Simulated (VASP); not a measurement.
**WSe2 (ae): relaxation of cell and atoms with PBE+D3(BJ)**

Crystal: WSe2 (ae).

```
W Se
1.0
     3.29213    0.00000    0.00000
    -1.64607    2.85107    0.00000
     0.00000    0.00000   12.83966
W Se
2 4
Direct
  0.33333 0.66667 0.25000
  0.66667 0.33333 0.75000
  0.33333 0.66667 0.61829
  0.66667 0.33333 0.11829
  0.33333 0.66667 0.88171
  0.66667 0.33333 0.38171
```

* Program: VASP 6.6.1
* Task: relaxation of cell and atoms
* Functional: PBE
* Dispersion: D3(BJ)
* Potentials or basis: VASP PAW PBE potentials, release 64 (W_sv, Se)
* Cutoff: 600 eV
* k mesh: 9 × 9 × 2
* Occupations: gaussian, width 0.02 eV
* Spin: no spin polarisation
* Dipole correction: no
* Further INCAR settings: ALGO = Normal; EDIFF = 1e-07; IBRION = 2; EDIFFG = -0.003; NSW = 50; ISIF = 3

```
Relaxed volume                         : 19.88 Å³/atom
Relaxed cell                           : a = 3.281 Å, b = 3.281 Å, c = 12.794 Å, α = 90.00°, β = 90.00°, γ = 120.00°
Space group after relaxing (to 0.05 Å) : P6_3/mmc (No. 194)
Energy gained by relaxing              : 0.8 meV/atom
Ionic steps                            : 11
Pressure after relaxing                : 0.0 GPa
Band gap on the k mesh                 : 0.99 eV, indirect (least direct gap 1.56 eV)
Dispersion energy per atom             : -0.475 eV
```

Step by step:
```
step  energy change (eV)  largest force (eV/Å)  pressure (GPa)  volume (Å³)
   1              0.0000                0.1465           -1.35       120.51
   2              0.0169                0.4053            2.90       117.58
   3             -0.0048                0.0245           -0.05       119.57
   4             -0.0049                0.0078           -0.01       119.45
   5             -0.0049                0.0060           -0.01       119.43
   6             -0.0049                0.0051           -0.01       119.43
   7             -0.0049                0.0055           -0.01       119.43
   8             -0.0050                0.0048           -0.01       119.41
   9             -0.0050                0.0034            0.00       119.34
  10             -0.0050                0.0002            0.03       119.20
  11             -0.0050                0.0012            0.02       119.26
```

Final structure:
```xyz
6
Lattice="3.2808 0.0000 0.0000 -1.6404 2.8412 0.0000 0.0000 0.0000 12.7937" Properties=species:S:1:pos:R:3 pbc="T T T"
W     0.0000    1.8942    3.1984
W     1.6404    0.9471    9.5953
Se    0.0000    1.8942    7.9090
Se    1.6404    0.9471    1.5121
Se    0.0000    1.8942   11.2816
Se    1.6404    0.9471    4.8847
```

Levels at points of the mesh, in eV from the valence-band top:
```csv
k point,band 24,band 25,band 26,band 27,band 28,band 29
"(0.00, 0.00, 0.00)",-1.19,-0.96,0.00,2.62,2.62,2.67
"(0.00, 0.00, 0.50)",-1.49,-0.20,-0.20,2.62,2.62,2.62
```

Run time: 28 min on 1 thread of AMD EPYC 7571, on a shared host, peak memory 0.32 GiB.

Caveat: spin-orbit coupling is left out, which moves the levels of the heavy elements. A k mesh can miss the band edges.
